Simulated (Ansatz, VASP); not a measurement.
**One calculation of KI, two programs**

INCAR

```
SYSTEM = KI
PREC = Accurate
ENCUT = 520
EDIFF = 1E-6
ISMEAR = 0
SIGMA = 0.05
LREAL = .False.
LASPH = .True.
NELM = 60
ALGO = Normal
ISIF = 2
LWAVE = .False.
LCHARG = .True.
GGA = PE
LELF = .True.
LVHAR = .True.
NBANDS = 15
```

Contents of KPOINTS:

```
regular mesh
0
Gamma
  6 6 6
  0 0 0
```

POSCAR

```
KI
1.0
    0.0000000000      3.0789780270      4.6184670405
    3.0789780270      0.0000000000      4.6184670405
    3.0789780270      3.0789780270      0.0000000000
K I
1 1
Direct
    0.0000000000      0.0000000000      0.0000000000
    0.5000000000      0.5000000000      0.5000000000
```

Input for Ansatz:

```yaml
crystal:
  lattice:
    - [0.0, 3.078978027, 4.6184670405]
    - [3.078978027, 0.0, 4.6184670405]
    - [3.078978027, 3.078978027, 0.0]
  atoms:
    - { symbol: K, position: [0.0, 0.0, 0.0] }
    - { symbol: I, position: [0.5, 0.5, 0.5] }
basis:
  ecutwfc: 420
kpoints:
  mp_grid: { grid: [6, 6, 6] }
hamiltonian:
  xc: pbe
scf:
  occupations: { method: gaussian, width: 0.05 }
output:
  forces: true
  stress: true
  eigenvalues: true
```

Alike in both runs: task single point; functional PBE; k mesh 6 × 6 × 6; occupations gaussian, width 0.05 eV; no spin polarisation.

|  | VASP | Ansatz |
| --- | --- | --- |
| version | VASP 6.6.1 | Ansatz 0.2.0 |
| potentials or method | VASP PAW PBE potentials, release 64 (K_sv, I), cutoff 520 eV | scalar-relativistic, plane waves, PAW |
| valence electrons in the cell | 16 | 26 |

|  | VASP | Ansatz | Ansatz less VASP |
| --- | --- | --- | --- |
| gap on the k mesh at the Fermi level (eV) | 3.60 | 3.60 | +0.008 |
| least direct gap on the mesh (eV) | 3.60 | 3.60 | +0.008 |
| pressure (GPa) | 5.9 | 5.8 | -0.08 |
| traceless stress, the component that is largest in VASP (GPa) | -6.59 | -6.51 | +0.086 |

VASP's potentials hold 16 valence electrons a cell and Ansatz's 26, so a difference there can come from the potentials and not from the codes.

Spin-orbit coupling is off throughout.
